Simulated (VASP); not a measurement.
Runs of VASP 6.6.1 on CuI. The structure is that of space group Pm-3m (No. 221), or close to it. The cells are those of the table. 

```tsv
level	cell	k mesh	gap on the mesh (eV)	pressure (GPa)
PBE	a = 3.613 Å, 2 atoms	6 × 6 × 6	none	1.4
r2SCAN	a = 3.698 Å, 2 atoms	6 × 6 × 6	none	-1.1
r2SCAN	a = 3.661 Å, 2 atoms	8 × 8 × 8	none	0.0
PBE	a = 3.721 Å, 2 atoms	6 × 6 × 6	none	(b)
r2SCAN	a = 3.733 Å, 2 atoms	6 × 6 × 6	0.05	(a)
```

Alike in all rows: task single point; potentials or basis VASP PAW PBE potentials, release 64 (Cu, I); no spin polarisation; cutoff (eV) 520; smearing fermi-dirac 0.02 eV.

Question: Fill in the values left out.

Answer: (a) -1.8; (b) -1.9.

Caveats: spin-orbit coupling is left out, which moves the levels of the heavy elements; the PAW data sets were made with another functional, which shifts forces and pressure a little (at least some runs).

A k mesh can miss the band edges, and the runs leave out spin-orbit coupling on I.

A gap of «none» marks levels without a gap at the run's occupations.
